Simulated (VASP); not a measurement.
# SnO2 (P4_2/mnm) in VASP: a series of runs, part 2 of 2

VASP 6.6.1. The steps go on from the part before.

## 3. Single point, PBE (volume 14.087 Å^3 an atom, c/a of the conventional cell 0.6888)

Contents of INCAR:

```
SYSTEM = SnO2
PREC = Accurate ; ENCUT = 520
EDIFF = 1E-6 ; ISMEAR = 0
SIGMA = 0.05 ; LREAL = .FALSE.
LASPH = .TRUE. ; NELM = 100
ALGO = Normal ; ISIF = 2
LWAVE = .FALSE. ; LCHARG = .TRUE.
GGA = PE ; LELF = .TRUE.
LVHAR = .TRUE. ; NBANDS = 35
```

Contents of KPOINTS:

```
Automatic mesh
0
G
  6 6 10
  0 0 0
```

Contents of POSCAR:

```
SnO2
1.0
    4.9692609013      0.0000000000      0.0000000000
    0.0000000000      4.9692749656      0.0000000000
    0.0000000000      0.0000000000      3.4228269088
Sn O
2 4
Direct
    0.5000000000      0.5000000000      0.5000000000
    0.0000000000      0.0000000000      0.0000000000
    0.3093655156      0.3093705597      0.0000000000
    0.8093655156      0.1906294403      0.5000000000
    0.1906344844      0.8093705597      0.5000000000
    0.6906344844      0.6906294403      0.0000000000
```

Potentials or basis: VASP PAW PBE potentials, release 64 (Sn_d, O).

Started as:

```
$ cat potpaw_PBE.64/Sn_d/POTCAR potpaw_PBE.64/O/POTCAR > POTCAR
$ mpirun -np 1 vasp_std > vasp.out
```

OUTCAR:

```text
SYSTEM = SnO2
   PREC = Accurate
   ENCUT = 520
   EDIFF = 1E-6
   ISMEAR = 0
   LREAL = .FALSE.
   LASPH = .TRUE.
   NELM = 100
   ISIF = 2
   GGA = PE

 ion  position               nearest neighbor table
   1  0.500  0.500  0.500-   3 2.17   6 2.17   3 2.17   6 2.17   5 2.17   4 2.17
   2  0.000  0.000  0.000-   4 2.17   5 2.17   4 2.17   5 2.17   3 2.17   6 2.17
   3  0.309  0.309  0.000-   1 2.17   1 2.17   2 2.17
   4  0.809  0.191  0.500-   2 2.17   2 2.17   1 2.17
   5  0.191  0.809  0.500-   2 2.17   2 2.17   1 2.17
   6  0.691  0.691  0.000-   1 2.17   1 2.17   2 2.17

  LATTYP: Found a simple tetragonal cell.
 ALAT       =     4.9692609013
 C/A-ratio  =     0.6888000000

  Lattice vectors:

 A1 = (   4.9692609013,   0.0000000000,   0.0000000000)
 A2 = (   0.0000000000,   4.9692749656,   0.0000000000)
 A3 = (   0.0000000000,   0.0000000000,   3.4228269088)

Analysis of symmetry for initial positions (statically):
=====================================================================
 Subroutine PRICEL returns:
 Original cell was already a primitive cell.

 Routine SETGRP: Setting up the symmetry group for a
 simple tetragonal supercell.

 Subroutine GETGRP returns: Found 16 space group operations
 (whereof  8 operations were pure point group operations)
 out of a pool of 16 trial point group operations.

The static configuration has the point symmetry D_2h.
 The point group associated with its full space group is D_4h.

Analysis of symmetry for dynamics (positions and initial velocities):
=====================================================================
 Subroutine PRICEL returns:
 Original cell was already a primitive cell.

 Routine SETGRP: Setting up the symmetry group for a
 simple tetragonal supercell.

 Subroutine GETGRP returns: Found 16 space group operations
[... 126 lines left out ...]
   EFERMI =   0.00;   METHOD = LEGACY
   ISMEAR =     0;   SIGMA  =   0.05  broadening in eV -4-tet -1-fermi 0-gaus
   EFERMI_NEDOS =   21; number of points for ismear=-14 and -15
   IALGO  =     38    algorithm
   IMIX   =      4    mixing-type and parameters
     AMIX     =   0.40;   BMIX     =  1.00
     AMIX_MAG =   1.60;   BMIX_MAG =  1.00
  volume/ion in A,a.u.               =      14.09        95.06
  Fermi-wavevector in a.u.,A,eV,Ry     =   1.392364  2.631186 26.377297  1.938677
  Thomas-Fermi vector in A             =   2.516114
   LORBIT       =      0    0 simple, 1 ext, 2 COOP (PROOUT), +10 PAW based schemes
   GGA     = PE    functional components
   LHFCALC =     F    Hartree Fock is set to
   AEXX    =    0.0000 exact exchange contribution
   IVDW    =     0    specifies the selected vdW correction
   LEPSILON=     F    determine dielectric tensor
   LRPA    =     F    only Hartree local field effects (RPA)
 non-spin polarized calculation
 Gauss-broadening in eV      SIGMA  =   0.05
  energy-cutoff  :      520.00
  volume of cell :       84.52
 maximum number of plane-waves:      2310
 NGX is ok and might be reduce to    40
   NGX = 19   NGY = 19   NGZ = 13

 number of electron      51.9999981 magnetization

 Free energy of the ion-electron system (eV)
  ---------------------------------------------------
  ext. energy  EPLUGINS =         0.00000000
  ---------------------------------------------------
  free energy    TOTEN  =       -36.81202064 eV

  energy without entropy =      -36.81186106  energy(sigma->0) =      -36.81194085

 E-fermi :   4.2961     XC(G=0): -10.4062

 val. band max:        4.2553189221   @ k =   0.0000   0.0000   0.1000
 cond. band min:       4.3174149916   @ k =   0.0000   0.0000   0.0000
 fundamental gap:      0.0620960694
 Fermi energy:         4.2960538570

 k-point     1 :       0.0000    0.0000    0.0000
  band No.  band energies     occupation
      1     -16.6086      2.00000
      2     -16.1678      2.00000
      3     -16.1055      2.00000
      4     -16.0750      2.00000
      5     -16.0750      2.00000
      6     -16.0532      2.00000
[... 901 lines left out ...]
     34      15.2114      0.00000
     35      16.0349      0.00000

 [... further k-points ...]
[... 5 lines left out ...]
  --------------------------------------------------------------------------------------
  -------------------------------------------------------------------------------------
  Total       -6.5515183     -6.5515554    -11.0696929      0.0000000      0.0000000      0.0000000
  in kB     -124.1888991   -124.1896020   -209.8342566      0.0000000      0.0000000      0.0000000
  external PRESSURE =    -152.7375859 kB  Pullay stress =       0.0000000 kB

 VOLUME and BASIS-vectors are now :
 -----------------------------------------------------------------------------
  energy-cutoff  :      520.00
  volume of cell :       84.52
      direct lattice vectors                 reciprocal lattice vectors
     4.969260901  0.000000000  0.000000000     0.201237170  0.000000000  0.000000000
     0.000000000  4.969274966  0.000000000     0.000000000  0.201236600  0.000000000
     0.000000000  0.000000000  3.422826909     0.000000000  0.000000000  0.292156170

 POSITION                                       TOTAL-FORCE (eV/Angst)
 -----------------------------------------------------------------------------------
      2.48463      2.48464      1.71141        -0.000000      0.000000      0.000000
      0.00000      0.00000      0.00000        -0.000000      0.000000      0.000000
      1.53732      1.53735      0.00000        -0.011104     -0.011104     -0.000000
      4.02195      0.94729      1.71141        -0.011104      0.011104      0.000000
      0.94731      4.02198      1.71141         0.011104     -0.011104     -0.000000
      3.43194      3.43193      0.00000         0.011104      0.011104      0.000000
 -----------------------------------------------------------------------------------
    total drift:                               -0.000000      0.000000      0.000000

  FREE ENERGIE OF THE ION-ELECTRON SYSTEM (eV)
  ---------------------------------------------------
  free  energy   TOTEN  =       -36.8120206363 eV

  energy  without entropy=      -36.8118610609  energy(sigma->0) =      -36.81194085
```

Run time: 2.5 min. Hardware: 1 thread of Intel Xeon Platinum 8259CL at 2.50GHz (Skylake/Cascade Lake), shared host; peak memory 0.28 GiB.

Results:

```yaml
Free_energy: -36.8120 eV
Pressure: -15.3 GPa
Largest_force: 0.016 eV/Å
Band_gap_on_the_k_mesh: 0.06 eV, indirect (least direct gap 0.41 eV)
```

Forces in eV/Å, atoms in the order of the input:
```
Sn   0.000  0.000  0.000
Sn   0.000  0.000  0.000
O   -0.011 -0.011  0.000
O   -0.011  0.011  0.000
O    0.011 -0.011  0.000
O    0.011  0.011  0.000
```

Stress tensor (GPa, compression positive):
```
-12.42   0.00   0.00
  0.00 -12.42   0.00
  0.00   0.00 -20.98
```

Levels at points of the mesh, in eV from the valence-band top:
| k point | band 22 | band 23 | band 24 | band 25 | band 26 | band 27 | band 28 | band 29 | band 30 | band 31 |
| --- | --- | --- | --- | --- | --- | --- | --- | --- | --- | --- |
| (0.00, 0.00, 0.00) | -1.25 | -1.25 | -0.55 | -0.55 | -0.44 | 0.06 | 4.45 | 5.40 | 5.40 | 9.08 |
| (0.50, 0.00, 0.00) | -1.59 | -1.19 | -1.19 | -0.46 | -0.46 | 2.86 | 2.86 | 6.04 | 6.04 | 9.36 |
| (0.50, 0.50, 0.00) | -1.55 | -1.31 | -1.31 | -0.62 | -0.62 | 3.10 | 3.10 | 6.31 | 6.31 | 9.54 |
| (0.00, 0.00, 0.50) | -2.30 | -1.20 | -1.20 | -0.96 | -0.96 | 4.47 | 4.47 | 8.69 | 8.69 | 9.21 |
| (0.50, 0.00, 0.50) | -1.43 | -0.76 | -0.76 | -0.68 | -0.68 | 4.73 | 4.73 | 6.89 | 6.89 | 9.40 |
| (0.50, 0.50, 0.50) | -2.25 | -0.75 | -0.75 | -0.56 | -0.56 | 3.50 | 3.50 | 7.98 | 7.98 | 9.39 |

Caveat: spin-orbit coupling is left out, which moves the levels of the heavy elements.

## 4. Single point, PBE (volume 14.087 Å^3 an atom, c/a of the conventional cell 0.7075)

Contents of INCAR:

```
PREC = Accurate
ENCUT = 520
EDIFF = 1E-6
ISMEAR = 0
SIGMA = 0.05
LREAL = False
LASPH = True
NELM = 100
ALGO = Normal
ISIF = 2
LWAVE = False
LCHARG = False
GGA = PE
NBANDS = 35
```

Contents of KPOINTS:

```
Automatic mesh
0
Gamma
  6 6 10
```

Contents of POSCAR:

```
SnO2
1.0
    4.9250884059      0.0000000000      0.0000000000
    0.0000000000      4.9251023452      0.0000000000
    0.0000000000      0.0000000000      3.4845000472
Sn O
2 4
Direct
    0.5000000000      0.5000000000      0.5000000000
    0.0000000000      0.0000000000      0.0000000000
    0.3086495305      0.3086542407      0.0000000000
    0.8086495305      0.1913457593      0.5000000000
    0.1913504695      0.8086542407      0.5000000000
    0.6913504695      0.6913457593      0.0000000000
```

Started as:

```
$ cat potpaw_PBE.64/Sn_d/POTCAR potpaw_PBE.64/O/POTCAR > POTCAR
$ mpirun -np 1 vasp_std > vasp.out
```

It took 2.4 min on 1 thread of Intel Xeon Platinum 8259CL at 2.50GHz (Skylake/Cascade Lake), shared host; peak memory 0.28 GiB.

Results (log left out):

| Quantity | Value |
| --- | --- |
| Free energy | -36.7172 eV |
| Pressure | -15.9 GPa |
| Largest force | 0.006 eV/Å |
| Band gap on the k mesh | 0.06 eV, indirect (least direct gap 0.32 eV) |

Forces in eV/Å, atoms in the order of the input:
```
Sn   0.000  0.000  0.000
Sn   0.000  0.000  0.000
O   -0.004 -0.004  0.000
O   -0.004  0.004  0.000
O    0.004 -0.004  0.000
O    0.004  0.004  0.000
```

Stress tensor (GPa, compression positive):
```
-12.03   0.00   0.00
  0.00 -12.03   0.00
  0.00   0.00 -23.55
```

Levels at points of the mesh, in eV from the valence-band top:
| k point | band 24 | band 25 | band 26 | band 27 | band 28 | band 29 |
| --- | --- | --- | --- | --- | --- | --- |
| (0.00, 0.00, 0.00) | -0.57 | -0.53 | -0.53 | 0.06 | 4.30 | 5.25 |
| (0.50, 0.00, 0.00) | -1.21 | -0.44 | -0.44 | 2.85 | 2.85 | 5.89 |
| (0.50, 0.50, 0.00) | -1.35 | -0.57 | -0.57 | 3.04 | 3.04 | 6.22 |
| (0.00, 0.00, 0.50) | -1.21 | -0.94 | -0.94 | 4.41 | 4.41 | 8.70 |
| (0.50, 0.00, 0.50) | -0.74 | -0.63 | -0.63 | 4.70 | 4.70 | 6.98 |
| (0.50, 0.50, 0.50) | -0.71 | -0.52 | -0.52 | 3.45 | 3.45 | 8.05 |

Caveat: spin-orbit coupling is left out, which moves the levels of the heavy elements.

## 5. The runs side by side

```tsv
cell	gap on the mesh (eV)	pressure (GPa)	largest force (eV/Å)
a = 5.149, b = 5.149, c = 3.187 Å, 6 atoms	0.19	-10.5	0.05
a = 4.969, b = 4.969, c = 3.423 Å, 6 atoms	0.06	-15.3	0.02
a = 4.925, b = 4.925, c = 3.485 Å, 6 atoms	0.06	-15.9	0.01
```

Alike in all rows: task single point; level PBE; potentials or basis VASP PAW PBE potentials, release 64 (Sn_d, O); no spin polarisation; k mesh 6 × 6 × 10; cutoff (eV) 520; smearing gaussian 0.05 eV.

Caveats: spin-orbit coupling is left out, which moves the levels of the heavy elements.

Absolute energies hang on the potentials; compare differences alone.
